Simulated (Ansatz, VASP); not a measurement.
SiGe3: VASP beside Ansatz

```
Si Ge
1.0
     3.93699    0.00000    0.00000
     0.00000    3.93699    0.00000
     0.00000    0.00000    5.54237
Si Ge
1 3
Direct
  0.00000 0.00000 0.00000
  0.00000 0.50000 0.24350
  0.50000 0.50000 0.50000
  0.50000 0.00000 0.75650
```

Alike in both runs: task single point; functional PBE; k mesh 6 × 6 × 4; no spin polarisation.

```csv
,VASP,Ansatz
version,VASP 6.6.1,Ansatz 0.2.0
potentials or method,"VASP PAW PBE potentials, release 64 (Si, Ge_d)","plane waves, PAW"
plane-wave cutoff (eV),520,420
occupations,"gaussian, width 0.01 eV",fixed
valence electrons in the cell,46,46
```

Ansatz gave:

| Item | Value |
| --- | --- |
| gap on the k mesh at the Fermi level (eV) | 0.36 |
| pressure (GPa) | 4.8 |
| rms of the force components (eV/Å) | 0.002 |

What did VASP give for the same quantities?

gap on the k mesh at the Fermi level (eV): 0.37; pressure (GPa): 4.7; rms of the force components (eV/Å): 0.004.

Atom by atom the forces differ by 0.002 eV/Å (rms over components).
